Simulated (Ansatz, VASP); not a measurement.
## One calculation of CaBe2O3, two programs

The input INCAR:

```
SYSTEM = CaBe2O3
  PREC = Accurate
  ENCUT = 520
  EDIFF = 1E-6
  ISMEAR = 0
  SIGMA = 0.1
  LREAL = .FALSE.
  LASPH = .TRUE.
  NELM = 150
  ALGO = Normal
  ISIF = 2
  LWAVE = .FALSE.
  LCHARG = .FALSE.
  ISPIN = 2
  MAGMOM = 0 0 0 1 1 1
  LORBIT = 11
  GGA = PE
  NBANDS = 29
```

Contents of KPOINTS:

```
regular mesh
0
G
  6 6 2
  0 0 0
```

File POSCAR:

```
CaBe2O3
1.0
    3.5953412181      0.0000000000      0.0000000000
   -1.7976706090      3.1136568301      0.0000000000
    0.0000000000      0.0000000000      7.5821311518
Ca Be O
1 2 3
Direct
    0.6666666667      0.3333333333      0.0000000000
    0.3333333333      0.6666666667      0.3736200697
    0.3333333333      0.6666666667      0.6263799303
    0.6666666667      0.3333333333      0.5000000000
    0.0000000000      0.0000000000      0.0000000000
    0.0000000000      0.0000000000      0.5000000000
```

Input for Ansatz:

```yaml
crystal:
  lattice:
    - [3.5953412181, 0.0, 0.0]
    - [-1.797670609, 3.1136568301, 0.0]
    - [0.0, 0.0, 7.5821311518]
  atoms:
    - { symbol: Ca, position: [0.6666666667, 0.3333333333, 0.0] }
    - { symbol: Be, position: [0.3333333333, 0.6666666667, 0.3736200697] }
    - { symbol: Be, position: [0.3333333333, 0.6666666667, 0.6263799303] }
    - { symbol: O, position: [0.6666666667, 0.3333333333, 0.5], spin: 1.0 }
    - { symbol: O, position: [0.0, 0.0, 0.0], spin: 1.0 }
    - { symbol: O, position: [0.0, 0.0, 0.5], spin: 1.0 }
basis:
  ecutwfc: 420
kpoints:
  mp_grid: { grid: [6, 6, 2] }
hamiltonian:
  xc: pbe
scf:
  occupations: { method: gaussian, width: 0.1 }
  lower_state_search: "off"
output:
  forces: true
  stress: true
  eigenvalues: true
  populations: true
magnetization:
  spin_polarized: true
```

Change from the starting cell: species swapped into the Ce2Si3Ni type (P-6m2, No. 187).

Alike in both runs: task single point; functional PBE; k mesh 6 × 6 × 2; occupations gaussian, width 0.1 eV; collinear spin.

|  | VASP | Ansatz |
| --- | --- | --- |
| version | VASP 6.6.1 | Ansatz 0.2.0 |
| potentials or method | VASP PAW PBE potentials, release 64 (Ca_sv, Be, O), cutoff 520 eV | scalar-relativistic, plane waves, PAW |
| valence electrons in the cell | 32 | 32 |

```tsv
	VASP	Ansatz	Ansatz less VASP
gap on the k mesh at the Fermi level (eV)	none	none	-
pressure (GPa)	0.4	0.2	-0.23
traceless stress, the component that is largest in VASP (GPa)	-0.19	0.14	+0.334
rms of the force components (eV/Å)	0.011	0.008	-0.0026
net moment per atom (μB)	0.00	0.00	0.000
```

Atom by atom the forces differ by 0.003 eV/Å (rms over components). A gap of «none» marks a metal or a gap that the smearing closes. The functional is the same, so the differences come from potentials, cutoffs and numerics. Ansatz's warnings: seeded moment not kept.

The k mesh is coarse, so the values compare programs but aren't converged.
